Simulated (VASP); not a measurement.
# Ta (I4/mmm) in VASP: a series of runs

Runs on Ta. Level: PBE. Tasks: electric field gradients.

Everything below comes from runs of VASP 6.6.1. Logs are shortened: lines on timing, memory, paths and dates and some standing lists are left out, and cuts for length are marked.

## 1. The cell of the first run

It takes space group I4/mmm (No. 139, tetragonal). Conventional cell: a = 3.270 Å, b = 3.270 Å, c = 3.303 Å, α = 90.00°, β = 90.00°, γ = 90.00°. Within 3.7 Å of Ta (site symmetry 4/mmm) lie 14 Ta at 2.84 to 3.30 Å.

## 2. Electric field gradients, PBE (x and y stretched by -1 %, z held)

Contents of INCAR:

```
SYSTEM = Ta
ALGO = Normal
EDIFF = 1E-8
ENCUT = 400
GGA = PE
GGA_COMPAT = .FALSE.
ISIF = 2
ISMEAR = -1
LASPH = .TRUE.
LCHARG = .FALSE.
LEFG = .TRUE.
LREAL = .FALSE.
LWAVE = .FALSE.
NBANDS = 12
NELM = 120
PREC = Accurate
SIGMA = 0.05
```

Contents of KPOINTS:

```
k-points
0
G
  15 15 15
  0 0 0
```

Contents of POSCAR:

```
Ta
1.0
   -1.6347672000      1.6347672000      1.6512800000
    1.6347672000     -1.6347672000      1.6512800000
    1.6347672000      1.6347672000     -1.6512800000
Ta
1
Direct
    0.0000000000      0.0000000000      0.0000000000
```

Potentials or basis: VASP PAW PBE potentials, release 64 (Ta_pv).

Launch:

```sh
cat potpaw_PBE.64/Ta_pv/POTCAR > POTCAR
mpirun -np 1 vasp_std > vasp.out
```

OUTCAR:

```text
SYSTEM = Ta
   EDIFF = 1E-8
   ENCUT = 400
   GGA = PE
   ISIF = 2
   ISMEAR = -1
   LASPH = .TRUE.
   LREAL = .FALSE.
   NELM = 120
   PREC = Accurate

 ion  position               nearest neighbor table
   1  0.000  0.000  0.000-

  LATTYP: Found a body centered tetragonal cell.
 ALAT       =     3.2695344000
 C/A-ratio  =     1.0101010101

  Lattice vectors:

 A1 = (  -1.6347672000,   1.6347672000,   1.6512800000)
 A2 = (   1.6347672000,  -1.6347672000,   1.6512800000)
 A3 = (   1.6347672000,   1.6347672000,  -1.6512800000)

Analysis of symmetry for initial positions (statically):
=====================================================================
 Subroutine PRICEL returns:
 Original cell was already a primitive cell.

 Routine SETGRP: Setting up the symmetry group for a
 body centered tetragonal supercell.

 Subroutine GETGRP returns: Found 16 space group operations
 (whereof 16 operations were pure point group operations)
 out of a pool of 16 trial point group operations.

The static configuration has the point symmetry D_4h.

Analysis of symmetry for dynamics (positions and initial velocities):
=====================================================================
 Subroutine PRICEL returns:
 Original cell was already a primitive cell.

 Routine SETGRP: Setting up the symmetry group for a
 body centered tetragonal supercell.

 Subroutine GETGRP returns: Found 16 space group operations
 (whereof 16 operations were pure point group operations)
 out of a pool of 16 trial point group operations.

The dynamic configuration has the point symmetry D_4h.

 Subroutine INISYM returns: Found 16 space group operations
 (whereof 16 operations are pure point group operations),
 and found     1 'primitive' translations

----------------------------------------------------------------------------------------

                                     Primitive cell

  volume of cell :      17.6519

  direct lattice vectors                    reciprocal lattice vectors
    -1.634767200  1.634767200  1.651280000     0.000000000  0.305853947  0.302795407
     1.634767200 -1.634767200  1.651280000     0.305853947  0.000000000  0.302795407
     1.634767200  1.634767200 -1.651280000     0.305853947  0.305853947  0.000000000

  length of vectors
     2.841065510  2.841065510  2.841065510     0.430385519  0.430385519  0.432542799
[... 123 lines left out ...]

  energy without entropy =      -11.79197134  energy(sigma->0) =      -11.79687330

 E-fermi :   5.6556     XC(G=0): -12.7213

 val. band max:        5.6369034439   @ k =  -0.0667   0.2000   0.0667
 cond. band min:       5.6600761803   @ k =   0.3333   0.0000   0.0000
 fundamental gap:      0.0231727365
 Fermi energy:         5.6556421422

 k-point     1 :       0.0000    0.0000    0.0000
  band No.  band energies     occupation
      1     -27.3378      2.00000
      2     -27.3351      2.00000
      3     -27.3351      2.00000
      4      -2.3428      2.00000
      5       6.3453      0.00000
      6       6.3453      0.00000
      7       6.4753      0.00000
      8       9.6419      0.00000
      9       9.8213      0.00000
     10      20.4260      0.00000
     11      20.6344      0.00000
     12      20.8197      0.00000
[... 331 lines left out ...]
 k-point    24 :       0.2000    0.1333   -0.0000
  band No.  band energies     occupation
      1     -28.1063      2.00000
      2     -27.5804      2.00000
      3     -27.4008      2.00000
      4       0.6943      2.00000
      5       4.8785      2.00000
      6       5.1403      1.99993
      7       8.7417      0.00000
      8      10.1599      0.00000
      9      10.3914      0.00000
     10      20.4031      0.00000
     11      20.7246      0.00000
     12      22.5875      0.00000

 [... further k-points ...]

------------------------ aborting loop because EDIFF is reached ----------------------------------------

  FORCE on cell =-STRESS in cart. coord.  units (eV):
  Direction    XX          YY          ZZ          XY          YZ          ZX
  --------------------------------------------------------------------------------------
  -------------------------------------------------------------------------------------
  Total        0.8504790      0.8504790      0.7060736      0.0000000      0.0000000      0.0000000
  in kB       77.1936609     77.1936609     64.0867185      0.0000000      0.0000000      0.0000000
  external PRESSURE =      72.8246801 kB  Pullay stress =       0.0000000 kB

 VOLUME and BASIS-vectors are now :
 -----------------------------------------------------------------------------
  energy-cutoff  :      400.00
  volume of cell :       17.65
      direct lattice vectors                 reciprocal lattice vectors
    -1.634767200  1.634767200  1.651280000     0.000000000  0.305853947  0.302795407
     1.634767200 -1.634767200  1.651280000     0.305853947  0.000000000  0.302795407
     1.634767200  1.634767200 -1.651280000     0.305853947  0.305853947  0.000000000

 POSITION                                       TOTAL-FORCE (eV/Angst)
 -----------------------------------------------------------------------------------
      0.00000      0.00000      0.00000        -0.000000      0.000000      0.000000
 -----------------------------------------------------------------------------------
    total drift:                                0.000000     -0.000000      0.000000

  FREE ENERGIE OF THE ION-ELECTRON SYSTEM (eV)
  ---------------------------------------------------
  free  energy   TOTEN  =       -11.8017752597 eV

  energy  without entropy=      -11.7919713411  energy(sigma->0) =      -11.79687330

 Electric field gradients (V/A^2)
---------------------------------------------------------------------
 ion       V_xx      V_yy      V_zz      V_xy      V_xz      V_yz
---------------------------------------------------------------------
   1      -3.465    -3.465     6.930    -0.000    -0.000    -0.000
---------------------------------------------------------------------

 Electric field gradients after diagonalization (V/A^2)
 (convention: |V_zz| > |V_xx| > |V_yy|)
----------------------------------------------------------------------
 ion       V_xx      V_yy      V_zz     asymmetry (V_yy - V_xx)/ V_zz
----------------------------------------------------------------------
   1      -3.465    -3.465     6.930       0.000
----------------------------------------------------------------------

           NMR quadrupolar parameters

 Cq : quadrupolar parameter    Cq=e*Q*V_zz/h
 eta: asymmetry parameters     (V_yy - V_xx)/ V_zz
 Q  : nuclear electric quadrupole moment in mb (millibarn)
----------------------------------------------------------------------
 ion       Cq(MHz)       eta       Q (mb)
----------------------------------------------------------------------
   1       0.017       0.000       1.000
----------------------------------------------------------------------
```

OSZICAR:

```text
N       E                     dE             d eps       ncg     rms          rms(c)
DAV:   1     0.514589145906E+02    0.51459E+02   -0.53175E+03  6956   0.722E+02
DAV:   2    -0.114396522553E+02   -0.62899E+02   -0.61411E+02  7668   0.217E+02
DAV:   3    -0.122447284002E+02   -0.80508E+00   -0.79956E+00  8188   0.242E+01
DAV:   4    -0.122466828939E+02   -0.19545E-02   -0.19543E-02  7740   0.131E+00
DAV:   5    -0.122466894633E+02   -0.65694E-05   -0.65694E-05  8144   0.701E-02    0.141E+01
DAV:   6    -0.119064455517E+02    0.34024E+00   -0.27147E-01  8172   0.564E+00    0.693E+00
DAV:   7    -0.118026572489E+02    0.10379E+00   -0.24555E-01  8012   0.502E+00    0.398E-01
DAV:   8    -0.118018017773E+02    0.85547E-03   -0.74639E-03  7460   0.717E-01    0.124E-01
DAV:   9    -0.118017820720E+02    0.19705E-04   -0.10174E-04  8104   0.110E-01    0.268E-02
DAV:  10    -0.118017753104E+02    0.67616E-05   -0.29772E-06  7648   0.190E-02    0.278E-03
DAV:  11    -0.118017753507E+02   -0.40308E-07   -0.11787E-07  7836   0.376E-03    0.494E-04
DAV:  12    -0.118017752323E+02    0.11840E-06   -0.46441E-09  4972   0.791E-04    0.720E-05
DAV:  13    -0.118017752598E+02   -0.27523E-07   -0.31720E-10  3960   0.208E-04    0.136E-05
DAV:  14    -0.118017752597E+02    0.11391E-09   -0.44427E-11  3700   0.827E-05
   1 F= -.11801775E+02 E0= -.11796873E+02  d E =-.980392E-02
```

Wall time 34 s (1 thread of Intel Xeon Platinum 8175M at 2.50GHz (Skylake/Cascade Lake), shared host); peak memory 0.16 GiB.

What came out:

- Free energy: -11.8018 eV
- Pressure: 7.3 GPa
- Band gap on the k mesh: zero (an odd number of electrons rules out a gap without spin polarisation)
- Largest electric field gradient by atom: Ta +6.9 V/Å²

Levels at points of the mesh, in eV from the Fermi level:
```
           k point  band 3  band 4  band 5  band 6  band 7  band 8
(0.00, 0.00, 0.00)  -32.99   -8.00    0.69    0.69    0.82    3.99
```

Electric field gradients, principal values (V/Å²):
```csv
atom,least,middle,greatest (by size)
1 Ta,-3.465,-3.465,6.930
```

Caveat: the cell differs from its parent crystal (x and y stretched by -1 %, z held); the cell stands under pressure; without QUAD_EFG the Cq values of the log hold for a quadrupole moment of 1 mb, not for the nuclei; spin-orbit coupling is left out, which moves the levels of the heavy elements.

## 3. Electric field gradients, PBE (x and y stretched by -1 %, z held)

Contents of INCAR:

```
ALGO = Normal
EDIFF = 1E-8
ENCUT = 400
GGA = PE
GGA_COMPAT = False
ISIF = 2
ISMEAR = -1
LASPH = True
LCHARG = False
LEFG = True
LREAL = False
LWAVE = False
NBANDS = 12
NELM = 120
PREC = Accurate
SIGMA = 0.05
```

Contents of KPOINTS:

```
k-points
0
Gamma
  15 15 15
```

POSCAR is that of step 2.

Potentials or basis: VASP PAW PBE potentials, release 64 (Ta_pv).

Launch:

```sh
cat potpaw_PBE.64/Ta_pv/POTCAR > POTCAR
mpirun -np 1 vasp_std > vasp.out
```

OUTCAR:

```text
EDIFF = 1E-8
   ENCUT = 400
   GGA = PE
   ISIF = 2
   ISMEAR = -1
   LASPH = True
   LREAL = False
   NELM = 120
   PREC = Accurate

 ion  position               nearest neighbor table
   1  0.000  0.000  0.000-

  LATTYP: Found a body centered tetragonal cell.
 ALAT       =     3.2695344000
 C/A-ratio  =     1.0101010101

  Lattice vectors:

 A1 = (  -1.6347672000,   1.6347672000,   1.6512800000)
 A2 = (   1.6347672000,  -1.6347672000,   1.6512800000)
 A3 = (   1.6347672000,   1.6347672000,  -1.6512800000)

Analysis of symmetry for initial positions (statically):
=====================================================================
 Subroutine PRICEL returns:
 Original cell was already a primitive cell.

 Routine SETGRP: Setting up the symmetry group for a
 body centered tetragonal supercell.

 Subroutine GETGRP returns: Found 16 space group operations
 (whereof 16 operations were pure point group operations)
 out of a pool of 16 trial point group operations.

The static configuration has the point symmetry D_4h.

Analysis of symmetry for dynamics (positions and initial velocities):
=====================================================================
 Subroutine PRICEL returns:
 Original cell was already a primitive cell.

 Routine SETGRP: Setting up the symmetry group for a
 body centered tetragonal supercell.

 Subroutine GETGRP returns: Found 16 space group operations
 (whereof 16 operations were pure point group operations)
 out of a pool of 16 trial point group operations.

The dynamic configuration has the point symmetry D_4h.
[... 152 lines left out ...]
  band No.  band energies     occupation
      1     -27.3378      2.00000
      2     -27.3351      2.00000
      3     -27.3351      2.00000
      4      -2.3428      2.00000
      5       6.3453      0.00000
      6       6.3453      0.00000
      7       6.4753      0.00000
      8       9.6419      0.00000
      9       9.8213      0.00000
     10      20.4260      0.00000
     11      20.6344      0.00000
     12      20.8197      0.00000
[... 331 lines left out ...]
 k-point    24 :       0.2000    0.1333   -0.0000
  band No.  band energies     occupation
      1     -28.1063      2.00000
      2     -27.5804      2.00000
      3     -27.4008      2.00000
      4       0.6943      2.00000
      5       4.8785      2.00000
      6       5.1403      1.99993
      7       8.7417      0.00000
      8      10.1599      0.00000
      9      10.3914      0.00000
     10      20.4031      0.00000
     11      20.7246      0.00000
     12      22.5875      0.00000

 [... further k-points ...]
[... 5 lines left out ...]
  --------------------------------------------------------------------------------------
  -------------------------------------------------------------------------------------
  Total        0.8504790      0.8504790      0.7060736      0.0000000      0.0000000      0.0000000
  in kB       77.1936609     77.1936609     64.0867185      0.0000000      0.0000000      0.0000000
  external PRESSURE =      72.8246801 kB  Pullay stress =       0.0000000 kB

 VOLUME and BASIS-vectors are now :
 -----------------------------------------------------------------------------
  energy-cutoff  :      400.00
  volume of cell :       17.65
      direct lattice vectors                 reciprocal lattice vectors
    -1.634767200  1.634767200  1.651280000     0.000000000  0.305853947  0.302795407
     1.634767200 -1.634767200  1.651280000     0.305853947  0.000000000  0.302795407
     1.634767200  1.634767200 -1.651280000     0.305853947  0.305853947  0.000000000

 POSITION                                       TOTAL-FORCE (eV/Angst)
 -----------------------------------------------------------------------------------
      0.00000      0.00000      0.00000        -0.000000      0.000000      0.000000
 -----------------------------------------------------------------------------------
    total drift:                                0.000000     -0.000000      0.000000

  FREE ENERGIE OF THE ION-ELECTRON SYSTEM (eV)
  ---------------------------------------------------
  free  energy   TOTEN  =       -11.8017752597 eV

  energy  without entropy=      -11.7919713411  energy(sigma->0) =      -11.79687330

 Electric field gradients (V/A^2)
---------------------------------------------------------------------
 ion       V_xx      V_yy      V_zz      V_xy      V_xz      V_yz
---------------------------------------------------------------------
   1      -3.465    -3.465     6.930    -0.000    -0.000    -0.000
---------------------------------------------------------------------

 Electric field gradients after diagonalization (V/A^2)
 (convention: |V_zz| > |V_xx| > |V_yy|)
----------------------------------------------------------------------
 ion       V_xx      V_yy      V_zz     asymmetry (V_yy - V_xx)/ V_zz
----------------------------------------------------------------------
   1      -3.465    -3.465     6.930       0.000
----------------------------------------------------------------------

           NMR quadrupolar parameters

 Cq : quadrupolar parameter    Cq=e*Q*V_zz/h
 eta: asymmetry parameters     (V_yy - V_xx)/ V_zz
 Q  : nuclear electric quadrupole moment in mb (millibarn)
----------------------------------------------------------------------
 ion       Cq(MHz)       eta       Q (mb)
----------------------------------------------------------------------
   1       0.017       0.000       1.000
----------------------------------------------------------------------
```

Run time: 33 s. Hardware: 1 thread of Intel Xeon Platinum 8175M at 2.50GHz (Skylake/Cascade Lake), shared host; peak memory 0.16 GiB.

What came out:

- Free energy: -11.8018 eV
- Pressure: 7.3 GPa
- Band gap on the k mesh: zero (an odd number of electrons rules out a gap without spin polarisation)
- Largest electric field gradient by atom: Ta +6.9 V/Å²

Electric field gradients, principal values (V/Å²):
```
atom   least  middle  greatest (by size)
1 Ta  -3.465  -3.465               6.930
```

Caveat: the cell differs from its parent crystal (x and y stretched by -1 %, z held); the cell stands under pressure; without QUAD_EFG the Cq values of the log hold for a quadrupole moment of 1 mb, not for the nuclei; spin-orbit coupling is left out, which moves the levels of the heavy elements.

The gap in the log of VASP goes by the Fermi energy; the results here count the filled bands.